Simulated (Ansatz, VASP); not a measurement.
Two plane-wave programs on InSe

The input INCAR:

```
SYSTEM = InSe
  PREC = Accurate
  ENCUT = 520
  EDIFF = 1E-7
  ISMEAR = 0
  SIGMA = 0.015
  LREAL = .False.
  LASPH = .True.
  NELM = 60
  ALGO = Normal
  ISIF = 2
  LWAVE = .False.
  LCHARG = .True.
  GGA = PE
  LELF = .True.
  LVHAR = .True.
  NBANDS = 48
```

File KPOINTS:

```
regular mesh
0
Gamma
  8 8 2
  0 0 0
```

The input POSCAR:

```
InSe
1.0
    4.0473293151      0.0000000000      0.0000000000
   -2.0236646576      3.5050900044      0.0000000000
    0.0000000000      0.0000000000     18.0520649100
In Se
4 4
Direct
    0.3333333333      0.6666666667      0.0773904900
    0.3333333333      0.6666666667      0.9226095100
    0.0000000000      0.0000000000      0.4226063200
    0.0000000000      0.0000000000      0.5773936800
    0.3333333333      0.6666666667      0.3529842800
    0.3333333333      0.6666666667      0.6470157200
    0.6666666667      0.3333333333      0.1469999300
    0.6666666667      0.3333333333      0.8530000700
```

Contents of input.yaml:

```yaml
crystal:
  lattice:
    - [4.0473293151, 0.0, 0.0]
    - [-2.0236646576, 3.5050900044, 0.0]
    - [0.0, 0.0, 18.05206491]
  atoms:
    - { symbol: In, position: [0.3333333333, 0.6666666667, 0.07739049] }
    - { symbol: In, position: [0.3333333333, 0.6666666667, 0.92260951] }
    - { symbol: In, position: [0.0, 0.0, 0.42260632] }
    - { symbol: In, position: [0.0, 0.0, 0.57739368] }
    - { symbol: Se, position: [0.3333333333, 0.6666666667, 0.35298428] }
    - { symbol: Se, position: [0.3333333333, 0.6666666667, 0.64701572] }
    - { symbol: Se, position: [0.6666666667, 0.3333333333, 0.14699993] }
    - { symbol: Se, position: [0.6666666667, 0.3333333333, 0.85300007] }
hamiltonian:
  xc: pbe
  pseudopotentials: { kind: paw }
kpoints:
  mp_grid: { grid: [8, 8, 2] }
scf:
  occupations: { method: gaussian, width: 0.015 }
output:
  forces: true
  stress: true
  eigenvalues: true
```

Alike in both runs: task single point; functional PBE; k mesh 8 × 8 × 2; occupations gaussian, width 0.015 eV; no spin polarisation.

```csv
,VASP,Ansatz
version,VASP 6.6.1,Ansatz 0.2.0
potentials or method,"VASP PAW PBE potentials, release 64 (In_d, Se)",Ansatz PAW
plane-wave cutoff (eV),520,420
valence electrons in the cell,76,116
```

|  | VASP | Ansatz | Ansatz less VASP |
| --- | --- | --- | --- |
| gap on the k mesh at the Fermi level (eV) | 0.72 | 0.73 | +0.012 |
| least direct gap on the mesh (eV) | 0.72 | 0.73 | +0.012 |
| pressure (GPa) | 1.5 | 1.4 | -0.03 |
| rms of the force components (eV/Å) | 0.113 | 0.105 | -0.0082 |

Atom by atom the forces differ by 0.009 eV/Å (rms over components). The functional is the same, so the differences come from potentials, cutoffs and numerics. VASP's potentials hold 76 valence electrons a cell and Ansatz's 116, so a difference there can come from the potentials and not from the codes.
